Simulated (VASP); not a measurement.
Runs of VASP 6.6.1 on KCl. The structure is that of space group Pm-3m (No. 221), or close to it. The cells are those of the table. 

| cell | gap on the mesh (eV) | pressure (GPa) |
| --- | --- | --- |
| a = 3.707, b = 3.707, c = 3.634 Å, 2 atoms | 5.12 | (c) |
| a = 3.634 Å, angles 90.6°, 2 atoms | 5.39 | 2.4 |
| a = 3.670, b = 3.670, c = 3.634 Å, 2 atoms | 5.25 | 1.8 |
| a = 3.561, b = 3.561, c = 3.634 Å, 2 atoms | (b) | (a) |

Alike in all rows: task electric field gradients; level PBEsol; potentials or basis VASP PAW PBE potentials, release 64 (K_sv, Cl); no spin polarisation; k mesh 7 × 7 × 7; cutoff (eV) 400; smearing fermi-dirac 0.01 eV.

Question: Fill in the values left out.

Answer: (a) 3.9; (b) 5.56; (c) 1.2.

Caveats: the PAW data sets were made with another functional, which shifts forces and pressure a little; the cell stands under pressure (at least some runs).

A k mesh can miss the band edges.
